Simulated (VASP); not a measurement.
Runs of VASP 6.6.1 on Ni. The structure is that of space group Fd-3m (No. 227), or close to it. The cells are those of the table. This isn't the form of Ni at room conditions, which is fcc.

```csv
level,cell,k mesh for the DOS,occupations for the DOS,gap on the mesh (eV),pressure (GPa),moment (μB)
PBEsol,"a = 3.420 Å, angles 60.0°, 2 atoms",-,-,none,13.9,1.56
PBEsol,"a = 2.610 Å, angles 60.0°, 2 atoms",21 × 21 × 21,tetrahedron,-,-,0.00
PBEsol,"a = 2.811 Å, angles 60.0°, 2 atoms",-,-,none,327.0,0.00
PBEsol,"a = 3.145 Å, angles 60.0°, 2 atoms",-,-,none,83.5,1.50
PBE,"a = 2.811 Å, angles 60.0°, 2 atoms",-,-,none,(c),0.38
PBEsol,"a = 2.988 Å, angles 60.0°, 2 atoms",-,-,none,167.4,(b)
PBEsol,"a = 3.288 Å, angles 60.0°, 2 atoms",-,-,none,(a),1.54
```

Alike in all rows: task single point; potentials or basis VASP PAW PBE potentials, release 64 (Ni); spin collinear, ferromagnetic start; k mesh 14 × 14 × 14; cutoff (eV) 520; smearing fermi-dirac 0.08 eV.

Estimate the missing entries.

(a) 38.7; (b) 1.38; (c) 345.5.

Caveats: the cell stands under pressure (at least some runs); the PAW data sets were made with another functional, which shifts forces and pressure a little (at least some runs); atoms lie so close that the PAW spheres overlap strongly, which falsifies energies and pressures (at least some runs); tetrahedron occupations give inexact forces and stress in metals (at least some runs).

A gap of «none» marks levels without a gap at the run's occupations.
